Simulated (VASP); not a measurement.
# SmF in VASP: notebook

SmF is run at these levels: PBE; tasks: single point, relaxation of cell and atoms.

Everything below comes from runs of VASP 6.6.1. Logs are shortened: lines on timing, memory, paths and dates and some standing lists are left out, and cuts for length are marked.

## (1) The cell of the first run

The structure is hexagonal, space group P6mm (No. 183). The conventional cell has a = 3.107 Å, b = 3.107 Å, c = 4.708 Å, α = 90.00°, β = 90.00°, γ = 120.00°. Sm (site symmetry 6mm) has 2 F at 2.31 to 2.40 Å and 6 Sm at 3.11 Å within 3.2 Å. Within 3.2 Å of F (site symmetry 6mm) lie 2 Sm at 2.31 to 2.40 Å and 6 F at 3.11 Å.

The cell was generated, and may not be a known phase.

## (2) Single point, PBE

The input, INCAR:

```
SYSTEM = SmF
PREC = Accurate
ENCUT = 600
EDIFF = 1E-6
ISMEAR = 0
SIGMA = 0.1
LREAL = .FALSE.
LASPH = .TRUE.
NELM = 200
ALGO = Normal
ISIF = 2
LWAVE = .FALSE.
LCHARG = .TRUE.
GGA = PE
LELF = .TRUE.
LVHAR = .TRUE.
NBANDS = 16
GGA_COMPAT = .FALSE.
LMAXMIX = 6
```

The input, KPOINTS:

```
Automatic mesh
0
G
  6 6 4
  0 0 0
```

The input, POSCAR:

```
SmF
1.0
    3.1071711100      0.0000000000      0.0000000000
   -1.5535855500      2.6908891100      0.0000000000
    0.0000000000      0.0000000000      4.7078350300
Sm F
1 1
Direct
    0.0000000000      0.0000000000      0.8658300000
    0.0000000000      0.0000000000      0.3568737100
```

Potentials or basis: VASP PAW PBE potentials, release 64 (Sm_3, F), 4f in core.

The run is started by

```console
> cat potpaw_PBE.64/Sm_3/POTCAR potpaw_PBE.64/F/POTCAR > POTCAR
> mpirun -np 1 vasp_std > vasp.out
```

OUTCAR:

```text
SYSTEM = SmF
   PREC = Accurate
   ENCUT = 600
   EDIFF = 1E-6
   ISMEAR = 0
   LREAL = .FALSE.
   LASPH = .TRUE.
   NELM = 200
   ISIF = 2
   GGA = PE

 ion  position               nearest neighbor table
   1  0.000  0.000  0.866-   2 2.31   2 2.40
   2  0.000  0.000  0.357-   1 2.31   1 2.40

  LATTYP: Found a hexagonal cell.
 ALAT       =     3.1071711100
 C/A-ratio  =     1.5151515199

  Lattice vectors:

 A1 = (   3.1071711100,   0.0000000000,   0.0000000000)
 A2 = (  -1.5535855500,   2.6908891100,   0.0000000000)
 A3 = (   0.0000000000,   0.0000000000,   4.7078350300)

Analysis of symmetry for initial positions (statically):
=====================================================================
 Subroutine PRICEL returns:
 Original cell was already a primitive cell.

 Routine SETGRP: Setting up the symmetry group for a
 hexagonal supercell.

 Subroutine GETGRP returns: Found 12 space group operations
 (whereof 12 operations were pure point group operations)
 out of a pool of 24 trial point group operations.

The static configuration has the point symmetry C_6v.

Analysis of symmetry for dynamics (positions and initial velocities):
=====================================================================
 Subroutine PRICEL returns:
 Original cell was already a primitive cell.

 Routine SETGRP: Setting up the symmetry group for a
 hexagonal supercell.

 Subroutine GETGRP returns: Found 12 space group operations
 (whereof 12 operations were pure point group operations)
 out of a pool of 24 trial point group operations.

The dynamic configuration has the point symmetry C_6v.

 Subroutine INISYM returns: Found 12 space group operations
 (whereof 12 operations are pure point group operations),
 and found     1 'primitive' translations

----------------------------------------------------------------------------------------

                                     Primitive cell

  volume of cell :      39.3625

  direct lattice vectors                    reciprocal lattice vectors
     3.107171110  0.000000000  0.000000000     0.321836154  0.185812190  0.000000000
    -1.553585550  2.690889110  0.000000000     0.000000000  0.371624381  0.000000000
     0.000000000  0.000000000  4.707835030     0.000000000  0.000000000  0.212411861

  length of vectors
     3.107171110  3.107171103  4.707835030     0.371624380  0.371624381  0.212411861

  position of ions in fractional coordinates (direct lattice)
     0.000000000  0.000000000  0.865830000
     0.000000000  0.000000000  0.356873710

  ion indices of the primitive-cell ions
   primitive index   ion index
                 1           1
                 2           2

----------------------------------------------------------------------------------------

 KPOINTS: Automatic mesh

Automatic generation of k-mesh.
 Grid dimensions read from file:
 generate k-points for:    6    6    4

 Generating k-lattice:

  Cartesian coordinates                     Fractional coordinates (reciprocal lattice)
     0.053639359  0.030968698  0.000000000     0.166666667  0.000000000  0.000000000
     0.000000000  0.061937397  0.000000000     0.000000000  0.166666667  0.000000000
     0.000000000  0.000000000  0.053102965     0.000000000  0.000000000  0.250000000

  Length of vectors
     0.061937397  0.061937397  0.053102965

  Shift w.r.t. Gamma in fractional coordinates (k-lattice)
     0.000000000  0.000000000  0.000000000

 Subroutine IBZKPT returns following result:
 ===========================================

 Found     21 irreducible k-points:

 Following reciprocal coordinates:
            Coordinates               Weight
  0.000000  0.000000  0.000000      1.000000
  0.166667  0.000000  0.000000      6.000000
  0.333333 -0.000000  0.000000      6.000000
  0.500000  0.000000  0.000000      3.000000
  0.166667  0.166667  0.000000      6.000000
  0.333333  0.166667  0.000000     12.000000
[... 13 lines left out ...]
  0.333333  0.166667  0.500000     12.000000
  0.333333  0.333333  0.500000      2.000000
   k-points           NKPTS =     21   k-points in BZ     NKDIM =     21   number of bands    NBANDS=     16
   number of dos      NEDOS =    301   number of ions     NIONS =      2
   total plane-waves  NPLWV =  31360
   dimension x,y,z NGX =    28 NGY =   28 NGZ =   40
   dimension x,y,z NGXF=    56 NGYF=   56 NGZF=   80
   ions per type =               1   1
   NGX,Y,Z   is equivalent  to a cutoff of  14.98, 14.98, 14.13 a.u.
   NGXF,Y,Z  is equivalent  to a cutoff of  29.96, 29.96, 28.25 a.u.
 SYSTEM =  SmF
   PREC   = accura    normal or accurate (medium, high low for compatibility)
   ISTART =      0    job   : 0-new  1-cont  2-samecut
   ICHARG =      2    charge: 1-file 2-atom 10-const
   ISPIN  =      1    spin polarized calculation?
   LNONCOLLINEAR =      F non collinear calculations
   LSORBIT =      F    spin-orbit coupling
   LASPH  =      T    aspherical Exc in radial PAW
   ENCUT  =  600.0 eV  44.10 Ry    6.64 a.u.   6.21  6.21  9.40*2*pi/ulx,y,z
   NELM   =    200;   NELMIN=  2; NELMDL= -5     # of ELM steps
   EDIFF  = 0.1E-05   stopping-criterion for ELM
   LREAL  =      F    real-space projection
   EDIFFG = 0.1E-04   stopping-criterion for IOM
   NSW    =      0    number of steps for IOM
   IBRION =     -1    ionic relax: 0-MD 1-quasi-New 2-CG
   NFREE  =      0    steps in history (QN), initial steepest desc. (CG)
   ISIF   =      2    stress and relaxation
   ISYM   =      2    0-nonsym 1-usesym 2-fastsym
   POTIM  = 0.5000    time-step for ionic-motion
   TEBEG  =    0.0;   TEEND  =   0.0 temperature during run
   PSTRESS=    0.0 pullay stress
   NELECT =      18.0000    total number of electrons
   NUPDOWN=      -1.0000    fix difference up-down
   EMIN   =  10.00;   EMAX   =-10.00  energy-range for DOS
   EFERMI =   0.00;   METHOD = LEGACY
   ISMEAR =     0;   SIGMA  =   0.10  broadening in eV -4-tet -1-fermi 0-gaus
   EFERMI_NEDOS =   21; number of points for ismear=-14 and -15
   IALGO  =     38    algorithm
   IMIX   =      4    mixing-type and parameters
     AMIX     =   0.40;   BMIX     =  1.00
     AMIX_MAG =   1.60;   BMIX_MAG =  1.00
  volume/ion in A,a.u.               =      19.68       132.82
  Fermi-wavevector in a.u.,A,eV,Ry     =   1.261261  2.383437 21.643863  1.590779
  Thomas-Fermi vector in A             =   2.394729
   LORBIT       =      0    0 simple, 1 ext, 2 COOP (PROOUT), +10 PAW based schemes
   GGA     = PE    functional components
   LHFCALC =     F    Hartree Fock is set to
   AEXX    =    0.0000 exact exchange contribution
   IVDW    =     0    specifies the selected vdW correction
   LEPSILON=     F    determine dielectric tensor
   LRPA    =     F    only Hartree local field effects (RPA)
 non-spin polarized calculation
 Gauss-broadening in eV      SIGMA  =   0.10
  energy-cutoff  :      600.00
  volume of cell :       39.36
 maximum number of plane-waves:      1336
 NGX is ok and might be reduce to    28
   NGX = 13   NGY = 13   NGZ = 19

 number of electron      17.9999992 magnetization

 Free energy of the ion-electron system (eV)
  ---------------------------------------------------
  ext. energy  EPLUGINS =         0.00000000
  ---------------------------------------------------
  free energy    TOTEN  =       -10.05659956 eV

  energy without entropy =      -10.03571141  energy(sigma->0) =      -10.04615549

 E-fermi :   3.2936     XC(G=0):  -9.8679

 val. band max:        3.2859356796   @ k =   0.1667   0.1667   0.0000
 cond. band min:       3.3180376089   @ k =   0.1667   0.1667   0.0000
 fundamental gap:      0.0321019293
 Fermi energy:         3.2936074129

 k-point     1 :       0.0000    0.0000    0.0000
  band No.  band energies     occupation
      1     -38.0630      2.00000
      2     -20.8221      2.00000
      3     -17.6960      2.00000
      4     -16.2390      2.00000
      5     -16.2390      2.00000
      6      -2.1067      2.00000
[... 8 lines left out ...]
     15       9.2261      0.00000
     16      13.8941      0.00000

 k-point     2 :       0.1667    0.0000    0.0000
  band No.  band energies     occupation
      1     -37.9731      2.00000
      2     -20.7756      2.00000
      3     -17.5936      2.00000
      4     -16.9304      2.00000
      5     -16.3889      2.00000
      6      -2.0607      2.00000
[... 8 lines left out ...]
     15      12.5306      0.00000
     16      14.6885      0.00000

 k-point     3 :       0.3333   -0.0000    0.0000
  band No.  band energies     occupation
      1     -37.7874      2.00000
      2     -20.6808      2.00000
      3     -18.1372      2.00000
      4     -17.3801      2.00000
      5     -16.6722      2.00000
      6      -2.3661      2.00000
[... 8 lines left out ...]
     15      13.5934      0.00000
     16      15.0246      0.00000

 k-point     4 :       0.5000    0.0000    0.0000
  band No.  band energies     occupation
      1     -37.6912      2.00000
      2     -20.6324      2.00000
      3     -18.6788      2.00000
      4     -17.2688      2.00000
      5     -16.8066      2.00000
      6      -2.6543      2.00000
[... 8 lines left out ...]
     15      13.3166      0.00000
     16      14.4710      0.00000
[... 267 lines left out ...]
 k-point    19 :       0.1667    0.1667    0.5000
  band No.  band energies     occupation
      1     -37.8300      2.00000
      2     -21.1614      2.00000
      3     -17.7261      2.00000
      4     -16.7485      2.00000
      5     -16.5694      2.00000
      6      -3.4952      2.00000
[... 8 lines left out ...]
     15      11.5789      0.00000
     16      15.5180      0.00000

 k-point    20 :       0.3333    0.1667    0.5000
  band No.  band energies     occupation
      1     -37.6870      2.00000
      2     -21.0665      2.00000
      3     -18.3916      2.00000
      4     -17.1771      2.00000
      5     -16.4394      2.00000
      6      -3.3419      2.00000
[... 8 lines left out ...]
     15      12.9862      0.00000
     16      15.5994      0.00000

 k-point    21 :       0.3333    0.3333    0.5000
  band No.  band energies     occupation
      1     -37.6387      2.00000
      2     -21.0349      2.00000
      3     -17.9982      2.00000
      4     -17.9982      2.00000
      5     -16.3952      2.00000
      6      -3.2912      2.00000
[... 8 lines left out ...]
     15      14.8157      0.00000
     16      14.8157      0.00000

------------------------ aborting loop because EDIFF is reached ----------------------------------------

  FORCE on cell =-STRESS in cart. coord.  units (eV):
  Direction    XX          YY          ZZ          XY          YZ          ZX
  --------------------------------------------------------------------------------------
  -------------------------------------------------------------------------------------
  Total        5.0894614      5.0894613     -4.0275402      0.0000000      0.0000000      0.0000000
  in kB      207.1572781    207.1572773   -163.9337079      0.0000004      0.0000000      0.0000000
  external PRESSURE =      83.4602825 kB  Pullay stress =       0.0000000 kB

 VOLUME and BASIS-vectors are now :
 -----------------------------------------------------------------------------
  energy-cutoff  :      600.00
  volume of cell :       39.36
      direct lattice vectors                 reciprocal lattice vectors
     3.107171110  0.000000000  0.000000000     0.321836154  0.185812190  0.000000000
    -1.553585550  2.690889110  0.000000000     0.000000000  0.371624381  0.000000000
     0.000000000  0.000000000  4.707835030     0.000000000  0.000000000  0.212411861

 POSITION                                       TOTAL-FORCE (eV/Angst)
 -----------------------------------------------------------------------------------
      0.00000      0.00000      4.07618         0.000000     -0.000000     -0.149836
      0.00000      0.00000      1.68010        -0.000000      0.000000      0.149836
 -----------------------------------------------------------------------------------
    total drift:                                0.000000      0.000000      0.000225

  FREE ENERGIE OF THE ION-ELECTRON SYSTEM (eV)
  ---------------------------------------------------
  free  energy   TOTEN  =       -10.0565995597 eV

  energy  without entropy=      -10.0357114105  energy(sigma->0) =      -10.04615549
```

Run time: 16 s. Hardware: 1 thread of Intel Xeon Platinum 8259CL at 2.50GHz (Skylake/Cascade Lake), shared host; peak memory 0.19 GiB.

What came out:

| Quantity | Value |
| --- | --- |
| Free energy | -10.0566 eV |
| Pressure | 8.3 GPa |
| Largest force | 0.150 eV/Å |
| Band gap on the k mesh | zero (bands 9 and 10 overlap by 2.16 eV) |

Forces in eV/Å, atoms in the order of the input:
```
Sm   0.000  0.000 -0.150
F    0.000  0.000  0.150
```

Levels at points of the mesh, in eV from the Fermi level:
| k point | band 6 | band 7 | band 8 | band 9 | band 10 | band 11 | band 12 | band 13 |
| --- | --- | --- | --- | --- | --- | --- | --- | --- |
| (0.00, 0.00, 0.00) | -5.40 | -4.58 | -4.58 | -3.05 | 1.87 | 1.87 | 2.46 | 5.89 |
| (0.50, 0.00, 0.00) | -5.95 | -5.20 | -4.83 | -2.39 | -0.58 | 4.41 | 5.35 | 5.71 |
| (0.00, 0.00, 0.50) | -7.04 | -4.68 | -4.68 | -2.86 | 1.90 | 1.90 | 2.96 | 6.32 |
| (0.50, 0.00, 0.50) | -6.63 | -6.39 | -4.98 | -2.32 | 0.53 | 4.97 | 5.66 | 7.43 |

Caveat: the k points lie up to 0.39 Å⁻¹ apart, too coarse for converged energies and pressures of a metal; spin-orbit coupling is left out, which moves the levels of the heavy elements; the 4f electrons are frozen in the core, so they carry no moment and show no levels; the run has no spin polarisation, though such a crystal can be magnetic. Spin polarisation is off, so any magnetic state and its effect on volume and gap are missing.

## (3) Single point, PBE

This run uses another cell than the first one, of 26.78 Å³/atom.

The input, INCAR:

```
SYSTEM = SmF
PREC = Accurate ; ENCUT = 600
EDIFF = 1E-6 ; ISMEAR = 0
SIGMA = 0.1 ; LREAL = .False.
LASPH = .True. ; NELM = 200
ALGO = Normal ; ISIF = 2
LWAVE = .False. ; LCHARG = .False.
GGA = PE ; NBANDS = 16
GGA_COMPAT = .False. ; LMAXMIX = 6
```

The input, KPOINTS:

```
Automatic mesh
0
Gamma
  6 6 4
  0 0 0
```

The input, POSCAR:

```
SmF
1.0
    3.7208114076     -0.0000000035      0.0000000000
   -1.8604057008      3.2223172034      0.0000000000
    0.0000000000      0.0000000000      4.4675871640
Sm F
1 1
Direct
    0.0000000000      0.0000000000      0.8613519948
    0.0000000000      0.0000000000      0.3613517152
```

Potentials or basis: VASP PAW PBE potentials, release 64 (Sm_3, F), 4f in core.

The run is started by

```console
> cat potpaw_PBE.64/Sm_3/POTCAR potpaw_PBE.64/F/POTCAR > POTCAR
> mpirun -np 1 vasp_std > vasp.out
```

It took 17 s on 1 thread of Intel Xeon Platinum 8259CL at 2.50GHz (Skylake/Cascade Lake), shared host; peak memory 0.19 GiB.

The run converged. Its results:

```yaml
Free_energy: -11.1928 eV
Pressure: 0.8 GPa
Band_gap_on_the_k_mesh: zero (bands 9 and 10 overlap by 0.49 eV)
```

Stress tensor (GPa, compression positive):
```
0.36 0.00 0.00
0.00 0.36 0.00
0.00 0.00 1.60
```

Levels at points of the mesh, in eV from the Fermi level:
```
           k point  band 6  band 7  band 8  band 9  band 10  band 11  band 12  band 13
(0.00, 0.00, 0.00)   -6.40   -6.40   -6.30   -3.41     1.15     1.15     2.96     3.32
(0.50, 0.00, 0.00)   -6.89   -6.49   -6.27   -1.64     0.42     1.97     2.70     4.66
(0.00, 0.00, 0.50)   -8.39   -6.64   -6.64   -2.90     1.26     1.26     1.31     4.18
(0.50, 0.00, 0.50)   -8.32   -7.28   -6.76   -1.38     1.06     2.47     3.54     4.69
```

Caveat: spin-orbit coupling is left out, which moves the levels of the heavy elements; the 4f electrons are frozen in the core, so they carry no moment and show no levels; the run has no spin polarisation, though such a crystal can be magnetic. Spin polarisation is off, so any magnetic state and its effect on volume and gap are missing.

## (4) Relaxation of cell and atoms, PBE

The input, INCAR:

```
SYSTEM = SmF
PREC     = Accurate       ! precision mode
ENCUT    = 600            ! plane-wave cutoff, eV
EDIFF    = 1E-7           ! SCF threshold, eV
ISMEAR   = 0              ! smearing method
SIGMA    = 0.1            ! smearing width, eV
LREAL    = .False.        ! projectors in reciprocal space
LASPH    = .True.         ! aspherical terms in the spheres
NELM     = 200            ! most SCF steps
ALGO     = Normal         ! electronic algorithm
ISIF     = 3              ! what is computed and relaxed
LWAVE    = .False.        ! write WAVECAR
LCHARG   = .False.        ! write CHGCAR
GGA      = PE             ! functional
IBRION   = 2              ! ionic algorithm
NSW      = 90             ! ionic steps
EDIFFG   = -0.04          ! ionic threshold
GGA_COMPAT= .False.      
NELMIN   = 4            
LMAXMIX  = 6              ! l up to which the mixer works
```

KPOINTS is that of step 3.

The input, POSCAR:

```
SmF
1.0
    3.1071711100      0.0000000000      0.0000000000
   -1.5535855500      2.6908891100      0.0000000000
    0.0000000000      0.0000000000      4.7078350300
Sm F
1 1
Direct
    0.0000000000      0.0000000000      0.8658300000
    0.0000000000      0.0000000000      0.3568737100
```

The run is started by

```console
> cat potpaw_PBE.64/Sm_3/POTCAR potpaw_PBE.64/F/POTCAR > POTCAR
> mpirun -np 1 vasp_std > vasp.out
```

Run time: 86 s. Hardware: 1 thread of Intel Xeon Platinum 8259CL at 2.50GHz (Skylake/Cascade Lake), shared host; peak memory 0.19 GiB.

The run converged. Its results:

```yaml
Free_energy: -11.1579 eV
Relaxed_volume: 26.42 Å³/atom
Relaxed_cell: a = 3.686 Å, b = 3.686 Å, c = 4.490 Å, α = 90.00°, β = 90.00°, γ = 120.00°
Space_group_after_relaxing_to_0.1_Å: P6/mmm (No. 191)
Energy_gained_by_relaxing: 550.6 meV/atom
Ionic_steps: 9
Pressure_after_relaxing: 0.0 GPa
Largest_force_after_relaxing: 0.008 eV/Å
Band_gap_on_the_k_mesh: zero (bands 9 and 10 overlap by 0.51 eV)
```

Forces on the atoms (eV/Å):
```
Sm   0.000  0.000  0.008
F    0.000  0.000 -0.008
```

Stress tensor (GPa, compression positive):
```
 0.00  0.00  0.00
 0.00  0.00  0.00
 0.00  0.00 -0.08
```

The path:
```tsv
step	energy change (eV)	largest force (eV/Å)	pressure (GPa)	volume (Å³)
1	0.0000	0.1497	8.34	39.36
2	-0.8022	0.5139	13.46	44.80
3	-0.8307	0.4779	12.42	44.25
4	-0.9972	0.1331	-5.03	59.43
5	-1.1004	0.0420	0.15	52.99
6	-1.1003	0.0369	0.33	52.81
7	-1.1007	0.0094	0.08	52.49
8	-1.1012	0.0100	0.19	52.63
9	-1.1013	0.0082	-0.03	52.84
```

Final structure:
```cif
data_structure
_symmetry_space_group_name_H-M 'P 1'
_symmetry_Int_Tables_number 1
_cell_length_a 3.6861
_cell_length_b 3.6861
_cell_length_c 4.4904
_cell_angle_alpha 90.000
_cell_angle_beta 90.000
_cell_angle_gamma 120.000
_cell_volume 52.84
loop_
_atom_site_label
_atom_site_type_symbol
_atom_site_fract_x
_atom_site_fract_y
_atom_site_fract_z
_atom_site_occupancy
Sm1 Sm 0.00000 0.00000 0.86125 1
F1 F 0.00000 0.00000 0.36145 1
```

Levels at points of the mesh, in eV from the Fermi level:
| k point | band 5 | band 6 | band 7 | band 8 | band 9 | band 10 | band 11 | band 12 | band 13 |
| --- | --- | --- | --- | --- | --- | --- | --- | --- | --- |
| (0.00, 0.00, 0.00) | -21.06 | -6.30 | -6.30 | -6.27 | -3.41 | 1.19 | 1.19 | 2.90 | 3.42 |
| (0.50, 0.00, 0.00) | -21.19 | -6.82 | -6.40 | -6.24 | -1.66 | 0.37 | 2.10 | 2.77 | 4.75 |
| (0.00, 0.00, 0.50) | -20.41 | -8.30 | -6.52 | -6.52 | -2.93 | 1.28 | 1.28 | 1.37 | 4.24 |
| (0.50, 0.00, 0.50) | -20.36 | -8.22 | -7.20 | -6.65 | -1.43 | 1.04 | 2.57 | 3.58 | 4.85 |

Caveat: the k points lie up to 0.35 Å⁻¹ apart in the final cell, too coarse for converged energies and pressures of a metal; the volume moved by over 15 % at a fixed basis, so the end points are rough; spin-orbit coupling is left out, which moves the levels of the heavy elements; the 4f electrons are frozen in the core, so they carry no moment and show no levels; the run has no spin polarisation, though such a crystal can be magnetic. Spin polarisation is off, so any magnetic state and its effect on volume and gap are missing.

(Continued in part 2 of 2.)

The gap in the log of VASP goes by the Fermi energy; the results here count the filled bands.